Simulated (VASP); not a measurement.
Crystal: ZnS.

```
Zn S
1.0
     0.00000    2.69409    2.78272
     2.69409    0.00000    2.78272
     2.69409    2.69409    0.00000
Zn S
1 1
Direct
  0.00000 0.00000 0.00000
  0.25000 0.25000 0.25000
```

This cell differs from its parent crystal: uniaxial z strain +3.3%.

Base run:

| Property | Result |
| --- | --- |
| Program | VASP 6.6.1 |
| Functional | r2SCAN |
| Potentials or basis | VASP PAW PBE potentials, release 64 (Zn, S) |
| Cutoff | 520 eV |
| k mesh | 8 × 8 × 8 |
| Occupations | gaussian, width 0.01 eV |
| Spin | no spin polarisation |

Its results: band gap on the k mesh 2.52 eV, direct; pressure -2.3 GPa.

**Question.** The run is repeated on the same cell with these changes: functional from r2SCAN to PBE; occupations from gaussian, width 0.01 eV to fermi-dirac, width 0.02 eV. What comes out?

**Answer.** Band gap on the k mesh 1.97 eV, direct; pressure 0.0 GPa.

Caveats: the PAW data sets were made with another functional, which shifts forces and pressure a little (some runs).

